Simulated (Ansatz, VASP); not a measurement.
One calculation of Cs2SnI6, two programs

```xyz
9
Lattice="0.0000 5.9203 5.9203 5.9203 0.0000 5.9203 5.9203 5.9203 0.0000" Properties=species:S:1:pos:R:3 pbc="T T T"
Cs    2.9601    2.9601    2.9601
Cs    8.8804    8.8804    8.8804
Sn    0.0000    0.0000    0.0000
I     2.8849    5.9203    5.9203
I     5.9203    2.8849    5.9203
I     8.9557    5.9203    5.9203
I     5.9203    8.9557    5.9203
I     5.9203    5.9203    2.8849
I     5.9203    5.9203    8.9557
```

Alike in both runs: task single point; functional PBE0; k mesh 2 × 2 × 2; no spin polarisation.

```csv
,VASP,Ansatz
version,VASP 6.6.1,Ansatz 0.2.0
potentials or method,"VASP PAW PBE potentials, release 64 (Cs_sv, Sn_d, I)","plane waves, PAW"
plane-wave cutoff (eV),400,420
occupations,"gaussian, width 0.01 eV",fixed
valence electrons in the cell,74,134
```

```csv
,VASP,Ansatz,Ansatz less VASP
gap on the k mesh at the Fermi level (eV),1.70,1.65,-0.045
pressure (GPa),-0.1,0.0,+0.11
rms of the force components (eV/Å),0.102,0.101,-0.0016
```

Atom by atom the forces differ by 0.002 eV/Å (rms over components). VASP's potentials hold 74 valence electrons a cell and Ansatz's 134, so a difference there can come from the potentials and not from the codes. Ansatz's warnings: stress exchange threshold loose, stress scf threshold loose.

The k mesh is coarse, so the values compare programs but aren't converged. Spin-orbit coupling is off throughout.
